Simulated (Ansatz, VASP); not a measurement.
# RbAsO3: VASP beside Ansatz

```xyz
5
Lattice="3.8217 0.0000 0.0000 0.0000 3.8217 0.0000 0.0000 0.0000 3.8217" Properties=species:S:1:pos:R:3 pbc="T T T"
Rb    0.0000    0.0000    0.0000
As    1.9109    1.9109    1.9109
O     1.9109    1.9109    0.0000
O     1.9109    0.0000    1.9109
O     0.0000    1.9109    1.9109
```

Alike in both runs: task single point; functional LDA; k mesh 4 × 4 × 4; occupations fermi-dirac, width 0.1 eV; no spin polarisation.

|  | VASP | Ansatz |
| --- | --- | --- |
| version | VASP 6.6.1 | Ansatz 0.2.0 |
| potentials or method | VASP PAW LDA potentials, release 64 (Rb_sv, As, O) | plane waves, PAW |
| plane-wave cutoff (eV) | 520 | 420 |
| valence electrons in the cell | 32 | 42 |

```csv
,VASP,Ansatz,Ansatz less VASP
pressure (GPa),0.5,-0.5,-1.02
```

LDA's correlation is that of Perdew and Zunger in VASP and of Perdew and Wang (1992) in Ansatz. VASP's potentials hold 32 valence electrons a cell and Ansatz's 42, so a difference there can come from the potentials and not from the codes.

The k mesh is coarse, so the values compare programs but aren't converged.
